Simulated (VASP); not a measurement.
AlH6, 7 atoms in the cell. The structure is hexagonal, space group P6/mmm (No. 191). Conventional cell: a = 5.919 Å, b = 5.919 Å, c = 2.842 Å, α = 90.00°, β = 90.00°, γ = 120.00°. Al (site symmetry 6/mmm) has 12 H at 2.57 to 3.34 Å and 2 Al at 2.84 Å within 3.4 Å. H (site symmetry m2m) has 1 H at 0.77 Å within 1.0 Å. 

* Program: VASP 6.6.1
* Task: single point
* Functional: PBE
* Potentials or basis: VASP PAW PBE potentials, release 64 (Al, H)
* Cutoff: 520 eV
* k mesh: 6 × 6 × 4
* Occupations: gaussian, width 0.1 eV
* Spin: no spin polarisation
* Dipole correction: no
* Further INCAR settings: ALGO = Normal; EDIFF = 1e-07; NBANDS = 14

Potentials or basis: VASP PAW PBE potentials, release 64 (Al, H).

Run with:

```sh
$ cat potpaw_PBE.64/Al/POTCAR potpaw_PBE.64/H/POTCAR > POTCAR
$ mpirun -np 1 vasp_std > vasp.out
```

Hardware: 1 thread of AMD EPYC 9R45 96-Core Processor (Zen 5) (shared host).

Question: How long does it take, and how much memory?

Answer: Run time: 19 s on 1 thread of AMD EPYC 9R45 96-Core Processor (Zen 5) (shared host), peak memory 0.19 GiB. Counts: scf iterations 15, k points 21.
